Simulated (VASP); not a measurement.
# Ti3Al (Fm-3m) in VASP: a series of runs

Runs on Ti3Al. Level: PBEsol. Tasks: single point.

Program: VASP 6.6.1. These are calculated values, not measurements. Logs are shortened: lines on timing, memory, paths and dates and some standing lists are left out, and cuts for length are marked.

### 1 The cell of the first run

The structure is cubic, space group Fm-3m (No. 225). The conventional cell has a = 6.512 Å, b = 6.512 Å, c = 6.512 Å, α = 90.00°, β = 90.00°, γ = 90.00°. Within 3.7 Å of Ti (site symmetry -43m) lie 10 Ti at 2.82 to 3.26 Å and 4 Al at 2.82 Å. Ti (site symmetry m-3m) has 8 Ti at 2.82 Å and 6 Al at 3.26 Å within 3.7 Å. Al (site symmetry m-3m) has 14 Ti at 2.82 to 3.26 Å within 3.7 Å.

### 2 Single point, PBEsol, collinear spin, ferromagnetic start

Contents of INCAR:

```
ALGO = Normal ; EDIFF = 1E-6
ENCUT = 520 ; GGA = PS
ISIF = 2 ; ISMEAR = 0
ISPIN = 2 ; LASPH = True
LCHARG = False ; LMAXMIX = 4
LORBIT = 11 ; LREAL = False
LWAVE = False ; MAGMOM = 1 1 1 0
NBANDS = 32 ; NELM = 150
NUPDOWN = 3.0 ; PREC = Accurate
SIGMA = 0.15
```

Contents of KPOINTS:

```
k-points
0
Gamma
  12 12 12
```

Contents of POSCAR:

```
Ti3Al
1.0
    0.0000000000      3.2562326158      3.2562326158
    3.2562326158      0.0000000000      3.2562326158
    3.2562326158      3.2562326158      0.0000000000
Ti Al
3 1
Direct
    0.7500000000      0.7500000000      0.7500000000
    0.2500000000      0.2500000000      0.2500000000
    0.0000000000      0.0000000000      0.0000000000
    0.5000000000      0.5000000000      0.5000000000
```

Potentials or basis: VASP PAW PBE potentials, release 64 (Ti_sv, Al).

Launch:

```sh
$ cat potpaw_PBE.64/Ti_sv/POTCAR potpaw_PBE.64/Al/POTCAR > POTCAR
$ mpirun -np 1 vasp_std > vasp.out
```

OUTCAR:

```text
EDIFF = 1E-6
   ENCUT = 520
   GGA = PS
   ISIF = 2
   ISMEAR = 0
   ISPIN = 2
   LASPH = True
   LORBIT = 11
   LREAL = False
   NELM = 150
   NUPDOWN = 3.0
   PREC = Accurate

 ion  position               nearest neighbor table
   1  0.750  0.750  0.750-   4 2.82   4 2.82   4 2.82   3 2.82   4 2.82   3 2.82   3 2.82   3 2.82

   2  0.250  0.250  0.250-   3 2.82   3 2.82   3 2.82   3 2.82   4 2.82   4 2.82   4 2.82   4 2.82

   3  0.000  0.000  0.000-   1 2.82   1 2.82   1 2.82   1 2.82   2 2.82   2 2.82   2 2.82   2 2.82

   4  0.500  0.500  0.500-   2 2.82   2 2.82   2 2.82   1 2.82   2 2.82   1 2.82   1 2.82   1 2.82

  LATTYP: Found a face centered cubic cell.
 ALAT       =     6.5124652316

  Lattice vectors:

 A1 = (   0.0000000000,   3.2562326158,   3.2562326158)
 A2 = (   3.2562326158,   0.0000000000,   3.2562326158)
 A3 = (   3.2562326158,   3.2562326158,   0.0000000000)

Analysis of symmetry for initial positions (statically):
=====================================================================
 Subroutine PRICEL returns:
 Original cell was already a primitive cell.

 Routine SETGRP: Setting up the symmetry group for a
 face centered cubic supercell.

 Subroutine GETGRP returns: Found 48 space group operations
 (whereof 48 operations were pure point group operations)
 out of a pool of 48 trial point group operations.

The static configuration has the point symmetry O_h .

Analysis of symmetry for dynamics (positions and initial velocities):
=====================================================================
 Subroutine PRICEL returns:
 Original cell was already a primitive cell.

 Routine SETGRP: Setting up the symmetry group for a
 face centered cubic supercell.

 Subroutine GETGRP returns: Found 48 space group operations
 (whereof 48 operations were pure point group operations)
 out of a pool of 48 trial point group operations.

The dynamic configuration has the point symmetry O_h .

Analysis of structural, dynamic, and magnetic symmetry:
=====================================================================
 Subroutine PRICEL returns:
 Original cell was already a primitive cell.

 Routine SETGRP: Setting up the symmetry group for a
 face centered cubic supercell.

 Subroutine GETGRP returns: Found 48 space group operations
 (whereof 48 operations were pure point group operations)
 out of a pool of 48 trial point group operations.

The overall configuration has the point symmetry O_h .

 Subroutine INISYM returns: Found 48 space group operations
 (whereof 48 operations are pure point group operations),
 and found     1 'primitive' translations

----------------------------------------------------------------------------------------

                                     Primitive cell

  volume of cell :      69.0520

  direct lattice vectors                    reciprocal lattice vectors
     0.000000000  3.256232616  3.256232616    -0.153551683  0.153551683  0.153551683
     3.256232616  0.000000000  3.256232616     0.153551683 -0.153551683  0.153551683
     3.256232616  3.256232616  0.000000000     0.153551683  0.153551683 -0.153551683

  length of vectors
     4.605008328  4.605008328  4.605008328     0.265959317  0.265959317  0.265959317

  position of ions in fractional coordinates (direct lattice)
     0.750000000  0.750000000  0.750000000
     0.250000000  0.250000000  0.250000000
     0.000000000  0.000000000  0.000000000
     0.500000000  0.500000000  0.500000000

  ion indices of the primitive-cell ions
   primitive index   ion index
                 1           1
                 2           2
                 3           3
                 4           4

----------------------------------------------------------------------------------------

 KPOINTS: k-points

Automatic generation of k-mesh.
 Grid dimensions read from file:
 generate k-points for:   12   12   12

 Generating k-lattice:

  Cartesian coordinates                     Fractional coordinates (reciprocal lattice)
    -0.012795974  0.012795974  0.012795974     0.083333333  0.000000000  0.000000000
     0.012795974 -0.012795974  0.012795974     0.000000000  0.083333333  0.000000000
     0.012795974  0.012795974 -0.012795974     0.000000000  0.000000000  0.083333333

  Length of vectors
     0.022163276  0.022163276  0.022163276

  Shift w.r.t. Gamma in fractional coordinates (k-lattice)
     0.000000000  0.000000000  0.000000000

 Subroutine IBZKPT returns following result:
 ===========================================

 Found     72 irreducible k-points:

 Following reciprocal coordinates:
            Coordinates               Weight
  0.000000  0.000000  0.000000      1.000000
  0.083333  0.000000  0.000000      8.000000
  0.166667  0.000000  0.000000      8.000000
  0.250000  0.000000  0.000000      8.000000
  0.333333  0.000000  0.000000      8.000000
  0.416667  0.000000  0.000000      8.000000
[... 16 lines left out ...]
  0.500000  0.166667  0.000000     24.000000
 -0.416667  0.166667  0.000000     24.000000
 [... further k-points ...]
   k-points           NKPTS =     72   k-points in BZ     NKDIM =     72   number of bands    NBANDS=     32
   number of dos      NEDOS =    301   number of ions     NIONS =      4
   total plane-waves  NPLWV =  46656
   dimension x,y,z NGX =    36 NGY =   36 NGZ =   36
   dimension x,y,z NGXF=    72 NGYF=   72 NGZF=   72
   ions per type =               3   1
   NGX,Y,Z   is equivalent  to a cutoff of  13.00, 13.00, 13.00 a.u.
   NGXF,Y,Z  is equivalent  to a cutoff of  25.99, 25.99, 25.99 a.u.
 SYSTEM =  unknown system
   PREC   = accura    normal or accurate (medium, high low for compatibility)
   ISTART =      0    job   : 0-new  1-cont  2-samecut
   ICHARG =      2    charge: 1-file 2-atom 10-const
   ISPIN  =      2    spin polarized calculation?
   LNONCOLLINEAR =      F non collinear calculations
   LSORBIT =      F    spin-orbit coupling
   LASPH  =      T    aspherical Exc in radial PAW
   ENCUT  =  520.0 eV  38.22 Ry    6.18 a.u.   8.56  8.56  8.56*2*pi/ulx,y,z
   NELM   =    150;   NELMIN=  2; NELMDL= -5     # of ELM steps
   EDIFF  = 0.1E-05   stopping-criterion for ELM
   LREAL  =      F    real-space projection
   EDIFFG = 0.1E-04   stopping-criterion for IOM
   NSW    =      0    number of steps for IOM
   IBRION =     -1    ionic relax: 0-MD 1-quasi-New 2-CG
   NFREE  =      0    steps in history (QN), initial steepest desc. (CG)
   ISIF   =      2    stress and relaxation
   ISYM   =      2    0-nonsym 1-usesym 2-fastsym
   POTIM  = 0.5000    time-step for ionic-motion
   TEBEG  =    0.0;   TEEND  =   0.0 temperature during run
   PSTRESS=    0.0 pullay stress
   NELECT =      39.0000    total number of electrons
   NUPDOWN=       3.0000    fix difference up-down
   EMIN   =  10.00;   EMAX   =-10.00  energy-range for DOS
   EFERMI =   0.00;   METHOD = LEGACY
   ISMEAR =     0;   SIGMA  =   0.15  broadening in eV -4-tet -1-fermi 0-gaus
   EFERMI_NEDOS =   21; number of points for ismear=-14 and -15
   IALGO  =     38    algorithm
   IMIX   =      4    mixing-type and parameters
     AMIX     =   0.40;   BMIX     =  1.00
     AMIX_MAG =   1.60;   BMIX_MAG =  1.00
  volume/ion in A,a.u.               =      17.26       116.50
  Fermi-wavevector in a.u.,A,eV,Ry     =   1.353228  2.557230 24.915339  1.831226
  Thomas-Fermi vector in A             =   2.480501
   LORBIT       =     11    0 simple, 1 ext, 2 COOP (PROOUT), +10 PAW based schemes
   GGA     = PS    functional components
   LHFCALC =     F    Hartree Fock is set to
   AEXX    =    0.0000 exact exchange contribution
   IVDW    =     0    specifies the selected vdW correction
   LEPSILON=     F    determine dielectric tensor
   LRPA    =     F    only Hartree local field effects (RPA)
 spin polarized calculation
 Gauss-broadening in eV      SIGMA  =   0.15
  energy-cutoff  :      520.00
  volume of cell :       69.05
 maximum number of plane-waves:      1880
 NGX is ok and might be reduce to    36
   NGX = 17   NGY = 17   NGZ = 17

 number of electron      38.9999995 magnetization       2.9999999

 Free energy of the ion-electron system (eV)
  ---------------------------------------------------
  ext. energy  EPLUGINS =         0.00000000
  ---------------------------------------------------
  free energy    TOTEN  =       -29.62230610 eV

  energy without entropy =      -29.56776832  energy(sigma->0) =      -29.59503721

 E-fermi :   7.7604     XC(G=0): -11.2507

 val. band max:        8.0146916123   @ k =  -0.3333   0.4167   0.1667
 cond. band min:       7.7630241219   @ k =   0.5000   0.3333   0.1667
 fundamental gap:     -0.2516674904
 Fermi energy:         8.0431710959

 spin component 1

 k-point     1 :       0.0000    0.0000    0.0000
  band No.  band energies     occupation
      1     -48.9308      1.00000
      2     -48.8543      1.00000
      3     -48.7310      1.00000
      4     -25.3455      1.00000
      5     -25.3455      1.00000
      6     -25.3455      1.00000
[... 23 lines left out ...]
     30      13.1785      0.00000
     31      13.1785      0.00000

 k-point     2 :       0.0833    0.0000    0.0000
  band No.  band energies     occupation
      1     -48.9286      1.00000
      2     -48.8548      1.00000
      3     -48.7327      1.00000
      4     -25.3604      1.00000
      5     -25.3534      1.00000
      6     -25.3534      1.00000
[... 23 lines left out ...]
     30      13.2179      0.00000
     31      13.2179      0.00000

 k-point     3 :       0.1667    0.0000    0.0000
  band No.  band energies     occupation
      1     -48.9224      1.00000
      2     -48.8564      1.00000
      3     -48.7374      1.00000
      4     -25.3796      1.00000
      5     -25.3696      1.00000
      6     -25.3696      1.00000
[... 703 lines left out ...]
     30      11.7559      0.00000
     31      11.9984      0.00000

 k-point    24 :      -0.4167    0.1667    0.0000
  band No.  band energies     occupation
      1     -48.8820      1.00000
      2     -48.8697      1.00000
      3     -48.7649      1.00000
      4     -25.4276      1.00000
      5     -25.4213      1.00000
      6     -25.3766      1.00000
[... 23 lines left out ...]
     30      11.7895      0.00000
     31      12.0408      0.00000

 [... further k-points ...]

 spin component 2

 k-point     1 :       0.0000    0.0000    0.0000
  band No.  band energies     occupation
      1     -48.4257      1.00000
      2     -48.3840      1.00000
      3     -47.7771      1.00000
      4     -24.8107      1.00000
      5     -24.8107      1.00000
      6     -24.8107      1.00000
[... 23 lines left out ...]
     30      13.5492      0.00000
     31      13.5492      0.00000

 k-point     2 :       0.0833    0.0000    0.0000
  band No.  band energies     occupation
      1     -48.4247      1.00000
      2     -48.3846      1.00000
      3     -47.7777      1.00000
      4     -24.8175      1.00000
      5     -24.8116      1.00000
      6     -24.8116      1.00000
[... 23 lines left out ...]
     30      13.5927      0.00000
     31      13.5927      0.00000

 k-point     3 :       0.1667    0.0000    0.0000
  band No.  band energies     occupation
      1     -48.4217      1.00000
      2     -48.3861      1.00000
      3     -47.7791      1.00000
      4     -24.8278      1.00000
      5     -24.8138      1.00000
      6     -24.8138      1.00000
[... 703 lines left out ...]
     30      12.2966      0.00000
     31      12.5572      0.00000

 k-point    24 :      -0.4167    0.1667    0.0000
  band No.  band energies     occupation
      1     -48.4022      1.00000
      2     -48.3991      1.00000
      3     -47.7860      1.00000
      4     -24.8531      1.00000
      5     -24.8409      1.00000
      6     -24.8060      1.00000
[... 23 lines left out ...]
     30      12.3578      0.00000
     31      12.5449      0.00000

 [... further k-points ...]

 [bands above 31 left out]

------------------------ aborting loop because EDIFF is reached ----------------------------------------

  FORCE on cell =-STRESS in cart. coord.  units (eV):
  Direction    XX          YY          ZZ          XY          YZ          ZX
  --------------------------------------------------------------------------------------
  -------------------------------------------------------------------------------------
  Total       -2.2615308     -2.2615308     -2.2615308      0.0000000      0.0000000     -0.0000000
  in kB      -52.4731134    -52.4731134    -52.4731134      0.0000000      0.0000000     -0.0000000
  external PRESSURE =     -52.4731134 kB  Pullay stress =       0.0000000 kB

 VOLUME and BASIS-vectors are now :
 -----------------------------------------------------------------------------
  energy-cutoff  :      520.00
  volume of cell :       69.05
      direct lattice vectors                 reciprocal lattice vectors
     0.000000000  3.256232616  3.256232616    -0.153551683  0.153551683  0.153551683
     3.256232616  0.000000000  3.256232616     0.153551683 -0.153551683  0.153551683
     3.256232616  3.256232616  0.000000000     0.153551683  0.153551683 -0.153551683

 POSITION                                       TOTAL-FORCE (eV/Angst)
 -----------------------------------------------------------------------------------
      4.88435      4.88435      4.88435        -0.000000     -0.000000     -0.000000
      1.62812      1.62812      1.62812         0.000000      0.000000      0.000000
      0.00000      0.00000      0.00000        -0.000000      0.000000      0.000000
      3.25623      3.25623      3.25623        -0.000000      0.000000      0.000000
 -----------------------------------------------------------------------------------
    total drift:                                0.000000      0.000000      0.000000

  FREE ENERGIE OF THE ION-ELECTRON SYSTEM (eV)
  ---------------------------------------------------
  free  energy   TOTEN  =       -29.6223061021 eV

  energy  without entropy=      -29.5677683196  energy(sigma->0) =      -29.59503721

 total charge

# of ion       s       p       d       tot
------------------------------------------
    1        2.208   6.123   1.891  10.222
    2        2.208   6.123   1.891  10.222
    3        2.245   6.102   1.944  10.292
    4        0.404   0.404   0.000   0.807
--------------------------------------------------
tot          7.065  18.751   5.727  31.543

 magnetization (x)

# of ion       s       p       d       tot
------------------------------------------
    1        0.006   0.045   0.486   0.537
    2        0.006   0.045   0.486   0.537
    3        0.013   0.049   1.065   1.127
    4       -0.010  -0.015   0.000  -0.025
--------------------------------------------------
tot          0.014   0.125   2.037   2.176
```

Wall time 5.9 min (1 thread of Oxide Virtual Turin-like, shared host); peak memory 0.35 GiB.

What came out:

```
Free energy                                           : -29.6223 eV
Pressure                                              : -5.2 GPa
Net moment                                            : 3.00 μB per cell
Site moments                                          : Ti +0.54, +1.13; Al -0.03 μB
Valence electrons inside the program's atomic spheres : Ti 10.22, 10.29; Al 0.81
```

Caveat: the PAW data sets were made with another functional, which shifts forces and pressure a little; the total moment is fixed, so each spin has its own Fermi level.

### 3 Single point, PBEsol, collinear spin, ferromagnetic start

Contents of INCAR:

```
SYSTEM = Ti3Al
PREC = Accurate
ENCUT = 520
EDIFF = 1E-7
ISMEAR = 0
SIGMA = 0.15
LREAL = .FALSE.
LASPH = .TRUE.
NELM = 150
ALGO = Normal
ISIF = 2
LWAVE = .FALSE.
LCHARG = .FALSE.
ISPIN = 2
MAGMOM = 0.6 0.6 0.6 0
LORBIT = 11
NUPDOWN = 1.8
LMAXMIX = 4
GGA = PS
NBANDS = 32
```

Contents of KPOINTS:

```
Automatic mesh
0
G
  12 12 12
  0 0 0
```

POSCAR is that of step 2.

Potentials or basis: VASP PAW PBE potentials, release 64 (Ti_sv, Al).

Launch:

```sh
$ cat potpaw_PBE.64/Ti_sv/POTCAR potpaw_PBE.64/Al/POTCAR > POTCAR
$ mpirun -np 1 vasp_std > vasp.out
```

Wall time 5.1 min (1 thread of Oxide Virtual Turin-like, shared host); peak memory 0.35 GiB.

It converged, with:

```yaml
Free_energy: -29.6802 eV
Pressure: -6.3 GPa
Net_moment: 1.80 μB per cell
Site_moments: Ti +0.22, +0.92; Al -0.02 μB
Valence_electrons_inside_the_program's_atomic_spheres: Ti 10.22, 10.29; Al 0.81
```

Caveat: the PAW data sets were made with another functional, which shifts forces and pressure a little; the total moment is fixed, so each spin has its own Fermi level.
